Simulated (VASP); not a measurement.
# ZnS (F-43m) in VASP: a series of runs

Runs on ZnS. Level: r2SCANh. Tasks: single point.

All numbers are computed with VASP 6.6.1; they aren't measurements. Logs are shortened: lines on timing, memory, paths and dates and some standing lists are left out, and cuts for length are marked.

### Step 1. The cell of the first run

Symmetry: F-43m, No. 216, cubic system. Conventional cell: a = 5.475 Å, b = 5.475 Å, c = 5.475 Å, α = 90.00°, β = 90.00°, γ = 90.00°. Within 3.1 Å of Zn (site symmetry -43m) lie 4 S at 2.37 Å. Within 3.1 Å of S (site symmetry -43m) lie 4 Zn at 2.37 Å.

### Step 2. Single point, r2SCANh

Contents of POSCAR:

```
ZnS
1.0
    0.0000000000      2.7375567091      2.7375567091
    2.7375567091      0.0000000000      2.7375567091
    2.7375567091      2.7375567091      0.0000000000
Zn S
1 1
Direct
    0.7500000000      0.7500000000      0.7500000000
    0.0000000000      0.0000000000      0.0000000000
```

Contents of INCAR.step1:

```
SYSTEM = ZnS
PREC     = Accurate       ! precision mode
ENCUT    = 520            ! plane-wave cutoff, eV
EDIFF    = 1E-5           ! SCF threshold, eV
ISMEAR   = -1             ! smearing method
SIGMA    = 0.05           ! smearing width, eV
LREAL    = .FALSE.        ! projectors in reciprocal space
LASPH    = .TRUE.         ! aspherical terms in the spheres
NELM     = 100            ! most SCF steps
ALGO     = Normal         ! electronic algorithm
ISIF     = 2              ! what is computed and relaxed
LWAVE    = .TRUE.         ! write WAVECAR
NBANDS   = 16             ! bands
GGA      = PE             ! functional
```

Contents of INCAR.step2:

```
SYSTEM = ZnS
PREC     = Accurate       ! precision mode
ENCUT    = 520            ! plane-wave cutoff, eV
EDIFF    = 1E-6           ! SCF threshold, eV
ISMEAR   = -1             ! smearing method
SIGMA    = 0.05           ! smearing width, eV
LREAL    = .FALSE.        ! projectors in reciprocal space
LASPH    = .TRUE.         ! aspherical terms in the spheres
NELM     = 100            ! most SCF steps
ALGO     = Normal         ! electronic algorithm
ISIF     = 2              ! what is computed and relaxed
LWAVE    = .FALSE.        ! write WAVECAR
LCHARG   = .TRUE.         ! write CHGCAR
METAGGA  = R2SCAN         ! meta-GGA
LHFCALC  = .TRUE.         ! exact exchange
AEXX     = 0.1            ! exact-exchange fraction
LMIXTAU  = .TRUE.       
PRECFOCK = Normal       
LELF     = .TRUE.         ! ELF
LVHAR    = .TRUE.       
NBANDS   = 16             ! bands
ISTART   = 1
```

Contents of KPOINTS:

```
regular mesh
0
G
  5 5 5
  0 0 0
```

Potentials or basis: VASP PAW PBE potentials, release 64 (Zn, S).

The run is started by

```
> cat potpaw_PBE.64/Zn/POTCAR potpaw_PBE.64/S/POTCAR > POTCAR
> cp INCAR.step1 INCAR
> mpirun -np 1 vasp_std > vasp.out
> cp INCAR.step2 INCAR
> mpirun -np 1 vasp_std > vasp.out
```

OUTCAR:

```text
SYSTEM = ZnS
   PREC = Accurate
   ENCUT = 520
   EDIFF = 1E-6
   ISMEAR = -1
   LREAL = .FALSE.
   LASPH = .TRUE.
   NELM = 100
   ISIF = 2
   METAGGA = R2SCAN
   LHFCALC = .TRUE.
   AEXX = 0.1
   PRECFOCK = Normal
   ISTART = 1

 ion  position               nearest neighbor table
   1  0.750  0.750  0.750-   2 2.37   2 2.37   2 2.37   2 2.37
   2  0.000  0.000  0.000-   1 2.37   1 2.37   1 2.37   1 2.37

  LATTYP: Found a face centered cubic cell.
 ALAT       =     5.4751134182

  Lattice vectors:

 A1 = (   0.0000000000,   2.7375567091,   2.7375567091)
 A2 = (   2.7375567091,   0.0000000000,   2.7375567091)
 A3 = (   2.7375567091,   2.7375567091,   0.0000000000)

Analysis of symmetry for initial positions (statically):
=====================================================================
 Subroutine PRICEL returns:
 Original cell was already a primitive cell.

 Routine SETGRP: Setting up the symmetry group for a
 face centered cubic supercell.

 Subroutine GETGRP returns: Found 24 space group operations
 (whereof 24 operations were pure point group operations)
 out of a pool of 48 trial point group operations.

The static configuration has the point symmetry T_d .

Analysis of symmetry for dynamics (positions and initial velocities):
=====================================================================
 Subroutine PRICEL returns:
 Original cell was already a primitive cell.

 Routine SETGRP: Setting up the symmetry group for a
 face centered cubic supercell.

 Subroutine GETGRP returns: Found 24 space group operations
 (whereof 24 operations were pure point group operations)
 out of a pool of 48 trial point group operations.

The dynamic configuration has the point symmetry T_d .

 Subroutine INISYM returns: Found 24 space group operations
 (whereof 24 operations are pure point group operations),
 and found     1 'primitive' translations

----------------------------------------------------------------------------------------

                                     Primitive cell

  volume of cell :      41.0317

  direct lattice vectors                    reciprocal lattice vectors
     0.000000000  2.737556709  2.737556709    -0.182644618  0.182644618  0.182644618
     2.737556709  0.000000000  2.737556709     0.182644618 -0.182644618  0.182644618
     2.737556709  2.737556709  0.000000000     0.182644618  0.182644618 -0.182644618

  length of vectors
     3.871489826  3.871489826  3.871489826     0.316349758  0.316349758  0.316349758

  position of ions in fractional coordinates (direct lattice)
     0.750000000  0.750000000  0.750000000
     0.000000000  0.000000000  0.000000000

  ion indices of the primitive-cell ions
   primitive index   ion index
                 1           1
                 2           2

----------------------------------------------------------------------------------------

 KPOINTS: regular mesh

Automatic generation of k-mesh.
 Grid dimensions read from file:
 generate k-points for:    5    5    5

 Generating k-lattice:

  Cartesian coordinates                     Fractional coordinates (reciprocal lattice)
    -0.036528924  0.036528924  0.036528924     0.200000000  0.000000000  0.000000000
     0.036528924 -0.036528924  0.036528924     0.000000000  0.200000000  0.000000000
     0.036528924  0.036528924 -0.036528924     0.000000000  0.000000000  0.200000000

  Length of vectors
     0.063269952  0.063269952  0.063269952

  Shift w.r.t. Gamma in fractional coordinates (k-lattice)
     0.000000000  0.000000000  0.000000000

 Subroutine IBZKPT returns following result:
 ===========================================

 Found     10 irreducible k-points:

 Following reciprocal coordinates:
            Coordinates               Weight
  0.000000  0.000000  0.000000      1.000000
  0.200000  0.000000  0.000000      8.000000
  0.400000  0.000000  0.000000      8.000000
  0.200000  0.200000  0.000000      6.000000
  0.400000  0.200000  0.000000     24.000000
 -0.400000  0.200000  0.000000     24.000000
 -0.200000  0.200000  0.000000     12.000000
  0.400000  0.400000  0.000000      6.000000
 -0.400000  0.400000  0.000000     12.000000
 -0.400000  0.400000  0.200000     24.000000
   k-points           NKPTS =     10   k-points in BZ     NKDIM =    125   number of bands    NBANDS=     16
   number of dos      NEDOS =    301   number of ions     NIONS =      2
   total plane-waves  NPLWV =  27000
   dimension x,y,z NGX =    30 NGY =   30 NGZ =   30
   dimension x,y,z NGXF=    60 NGYF=   60 NGZF=   60
   ions per type =               1   1
   NGX,Y,Z   is equivalent  to a cutoff of  12.88, 12.88, 12.88 a.u.
   NGXF,Y,Z  is equivalent  to a cutoff of  25.76, 25.76, 25.76 a.u.
 SYSTEM =  ZnS
   PREC   = accura    normal or accurate (medium, high low for compatibility)
   ISTART =      1    job   : 0-new  1-cont  2-samecut
   ICHARG =      0    charge: 1-file 2-atom 10-const
   ISPIN  =      1    spin polarized calculation?
   LNONCOLLINEAR =      F non collinear calculations
   LSORBIT =      F    spin-orbit coupling
   LASPH  =      T    aspherical Exc in radial PAW
   ENCUT  =  520.0 eV  38.22 Ry    6.18 a.u.   7.20  7.20  7.20*2*pi/ulx,y,z
   NELM   =    100;   NELMIN=  2; NELMDL=  0     # of ELM steps
   EDIFF  = 0.1E-05   stopping-criterion for ELM
   LREAL  =      F    real-space projection
   EDIFFG = 0.1E-04   stopping-criterion for IOM
   NSW    =      0    number of steps for IOM
   IBRION =     -1    ionic relax: 0-MD 1-quasi-New 2-CG
   NFREE  =      0    steps in history (QN), initial steepest desc. (CG)
   ISIF   =      2    stress and relaxation
   ISYM   =      3    0-nonsym 1-usesym 2-fastsym
   POTIM  = 0.5000    time-step for ionic-motion
   TEBEG  =    0.0;   TEEND  =   0.0 temperature during run
   PSTRESS=    0.0 pullay stress
   NELECT =      18.0000    total number of electrons
   NUPDOWN=      -1.0000    fix difference up-down
   EMIN   =  10.00;   EMAX   =-10.00  energy-range for DOS
   EFERMI =   0.00;   METHOD = LEGACY
   ISMEAR =    -1;   SIGMA  =   0.05  broadening in eV -4-tet -1-fermi 0-gaus
   EFERMI_NEDOS =   21; number of points for ismear=-14 and -15
   IALGO  =     38    algorithm
   IMIX   =      1    mixing-type and parameters
     AMIX     =   0.40;   BMIX     =  1.00
     AMIX_MAG =   1.60;   BMIX_MAG =  1.00
  volume/ion in A,a.u.               =      20.52       138.45
  Fermi-wavevector in a.u.,A,eV,Ry     =   1.243920  2.350668 21.052806  1.547338
  Thomas-Fermi vector in A             =   2.378210
   LORBIT       =      0    0 simple, 1 ext, 2 COOP (PROOUT), +10 PAW based schemes
   METAGGA = R2SCAN    functional components
   LHFCALC =     T    Hartree Fock is set to
   PRECFOCK=normal    Normal, Fast or Accurate (Low or Medium for compatibility)
   ENCUT4O =  -1.0   cutoff for four orbital integrals eV
   NKREDX  =     1    reduce k-point grid by
   NKREDY  =     1    reduce k-point grid by
   NKREDZ  =     1    reduce k-point grid by
   AEXX    =    0.1000 exact exchange contribution
   HFSCREEN=    0.0000 screening length (either q_TF or 0.3 A-1)
   HFSCREENC=   0.0000 screening length for correlation (either q_TF or 0.3 A-1)
   ENCUTFOCK=  -1.0 apply spherical cutoff to Coloumb kernel
   IVDW    =     0    specifies the selected vdW correction
   LEPSILON=     F    determine dielectric tensor
   LRPA    =     F    only Hartree local field effects (RPA)
 non-spin polarized calculation
  energy-cutoff  :      520.00
  volume of cell :       41.03
 maximum number of plane-waves:      1117
 NGX is ok and might be reduce to    30
  NGX = 24; NGY = 24; NGZ = 24

 number of electron      18.0000000 magnetization

 Free energy of the ion-electron system (eV)
  ---------------------------------------------------
  ext. energy  EPLUGINS =         0.00000000
  ---------------------------------------------------
  free energy    TOTEN  =       -18.52774221 eV

  energy without entropy =      -18.52774221  energy(sigma->0) =      -18.52774221

 E-fermi :   2.1261     XC(G=0):  -9.1922

 val. band max:        1.0791224950   @ k =   0.0000   0.0000   0.0000
 cond. band min:       4.2415655409   @ k =   0.0000   0.0000   0.0000
 fundamental gap:      3.1624430459
 Fermi energy:         2.1260874352

 k-point     1 :       0.0000    0.0000    0.0000
  band No.  band energies     occupation
      1     -12.7257      2.00000
      2      -5.8904      2.00000
      3      -5.8904      2.00000
      4      -5.8904      2.00000
      5      -5.4284      2.00000
      6      -5.4284      2.00000
[... 8 lines left out ...]
     15      14.1288      0.00000
     16      14.1545      0.00000

 k-point     2 :       0.2000    0.0000    0.0000
  band No.  band energies     occupation
      1     -12.4474      2.00000
      2      -5.8457      2.00000
      3      -5.8457      2.00000
      4      -5.8404      2.00000
      5      -5.4295      2.00000
      6      -5.4294      2.00000
[... 8 lines left out ...]
     15      13.2285      0.00000
     16      14.7788      0.00000

 k-point     3 :       0.4000    0.0000    0.0000
  band No.  band energies     occupation
      1     -11.9282      2.00000
      2      -5.7881      2.00000
      3      -5.7880      2.00000
      4      -5.4689      2.00000
      5      -5.4107      2.00000
      6      -5.4106      2.00000
[... 8 lines left out ...]
     15      14.8271      0.00000
     16      14.8271      0.00000

 k-point     4 :       0.2000    0.2000    0.0000
  band No.  band energies     occupation
      1     -12.3545      2.00000
      2      -5.8863      2.00000
      3      -5.7997      2.00000
      4      -5.7997      2.00000
      5      -5.4566      2.00000
      6      -5.4057      2.00000
[... 8 lines left out ...]
     15      14.6666      0.00000
     16      17.0599      0.00000
[... 58 lines left out ...]
 k-point     8 :       0.4000    0.4000    0.0000
  band No.  band energies     occupation
      1     -11.6618      2.00000
      2      -5.8111      2.00000
      3      -5.6173      2.00000
      4      -5.6173      2.00000
      5      -5.3689      2.00000
      6      -5.3340      2.00000
[... 8 lines left out ...]
     15      15.9135      0.00000
     16      18.3447      0.00000

 k-point     9 :      -0.4000    0.4000    0.0000
  band No.  band energies     occupation
      1     -11.5372      2.00000
      2      -5.7635      2.00000
      3      -5.6145      2.00000
      4      -5.5487      2.00000
      5      -5.3871      2.00000
      6      -5.1158      2.00000
[... 8 lines left out ...]
     15      15.3632      0.00000
     16      17.8289      0.00000

 k-point    10 :      -0.4000    0.4000    0.2000
  band No.  band energies     occupation
      1     -11.6079      2.00000
      2      -5.7365      2.00000
      3      -5.6760      2.00000
      4      -5.5151      2.00000
      5      -5.4138      2.00000
      6      -5.1762      2.00000
[... 8 lines left out ...]
     15      15.7653      0.00000
     16      18.0374      0.00000

------------------------ aborting loop because EDIFF is reached ----------------------------------------

  FORCE on cell =-STRESS in cart. coord.  units (eV):
  Direction    XX          YY          ZZ          XY          YZ          ZX
  --------------------------------------------------------------------------------------
  -------------------------------------------------------------------------------------
  Total       -0.8513965     -0.8513965     -0.8513965     -0.0000000      0.0000000     -0.0000000
  in kB      -33.2447512    -33.2447512    -33.2447512     -0.0000000      0.0000000     -0.0000000
  external PRESSURE =     -33.2447512 kB  Pullay stress =       0.0000000 kB

 VOLUME and BASIS-vectors are now :
 -----------------------------------------------------------------------------
  energy-cutoff  :      520.00
  volume of cell :       41.03
      direct lattice vectors                 reciprocal lattice vectors
     0.000000000  2.737556709  2.737556709    -0.182644618  0.182644618  0.182644618
     2.737556709  0.000000000  2.737556709     0.182644618 -0.182644618  0.182644618
     2.737556709  2.737556709  0.000000000     0.182644618  0.182644618 -0.182644618

 POSITION                                       TOTAL-FORCE (eV/Angst)
 -----------------------------------------------------------------------------------
      4.10634      4.10634      4.10634        -0.000000      0.000000      0.000000
      0.00000      0.00000      0.00000         0.000000     -0.000000     -0.000000
 -----------------------------------------------------------------------------------
    total drift:                                0.000109      0.000057      0.000062

  FREE ENERGIE OF THE ION-ELECTRON SYSTEM (eV)
  ---------------------------------------------------
  free  energy   TOTEN  =       -18.5277422147 eV

  energy  without entropy=      -18.5277422146  energy(sigma->0) =      -18.52774221
```

Run time: 36 min. Hardware: 1 thread of Intel Xeon 8259CL, shared host; peak memory 0.19 GiB.

What came out:

```
Free energy            : -18.5277 eV
Pressure               : -3.3 GPa
Band gap on the k mesh : 3.16 eV
```

Levels at points of the mesh, in eV from the valence-band top:
```csv
k point,band 5,band 6,band 7,band 8,band 9,band 10,band 11,band 12,band 13,band 14
"(0.00, 0.00, 0.00)",-6.51,-6.51,0.00,0.00,0.00,3.16,7.66,7.66,7.66,13.05
```

Caveat: the cell stands under tension; the PAW data sets were made with another functional, which shifts forces and pressure a little.

### Step 3. Single point, r2SCANh

This run uses another cell than the first one, of 20.91 Å³/atom.

Contents of POSCAR:

```
ZnS
1.0
    0.0000000000      2.7549938462      2.7549938462
    2.7549938462      0.0000000000      2.7549938462
    2.7549938462      2.7549938462      0.0000000000
Zn S
1 1
Direct
    0.7500000000      0.7500000000      0.7500000000
    0.0000000000      0.0000000000      0.0000000000
```

Contents of INCAR.step1:

```
PREC = Accurate
ENCUT = 520
EDIFF = 1E-5
ISMEAR = -1
SIGMA = 0.05
LREAL = False
LASPH = True
NELM = 80
ALGO = Normal
ISIF = 2
LWAVE = True
NBANDS = 16
GGA = PE
```

Contents of INCAR.step2:

```
PREC = Accurate
ENCUT = 520
EDIFF = 1E-6
ISMEAR = -1
SIGMA = 0.05
LREAL = False
LASPH = True
NELM = 80
ALGO = Normal
ISIF = 2
LWAVE = False
LCHARG = True
METAGGA = R2SCAN
LHFCALC = True
AEXX = 0.1
LMIXTAU = True
PRECFOCK = Normal
LELF = True
LVHAR = True
NBANDS = 16
ISTART = 1
```

Contents of KPOINTS:

```
Automatic mesh
0
Gamma
  5 5 5
```

Potentials or basis: VASP PAW PBE potentials, release 64 (Zn, S).

The run is started by

```
> cat potpaw_PBE.64/Zn/POTCAR potpaw_PBE.64/S/POTCAR > POTCAR
> cp INCAR.step1 INCAR
> mpirun -np 1 vasp_std > vasp.out
> cp INCAR.step2 INCAR
> mpirun -np 1 vasp_std > vasp.out
```

It took 24 min on 1 thread of Intel Xeon 8259CL, shared host; peak memory 0.19 GiB.

The run converged. Its results:

- Free energy: -18.5083 eV
- Pressure: -4.5 GPa
- Band gap on the k mesh: 3.07 eV

Levels at points of the mesh, in eV from the valence-band top:
| k point | band 5 | band 6 | band 7 | band 8 | band 9 | band 10 | band 11 | band 12 | band 13 | band 14 |
| --- | --- | --- | --- | --- | --- | --- | --- | --- | --- | --- |
| (0.00, 0.00, 0.00) | -6.47 | -6.47 | 0.00 | 0.00 | 0.00 | 3.07 | 7.67 | 7.67 | 7.67 | 12.95 |

Caveat: the cell stands under tension; the PAW data sets were made with another functional, which shifts forces and pressure a little.
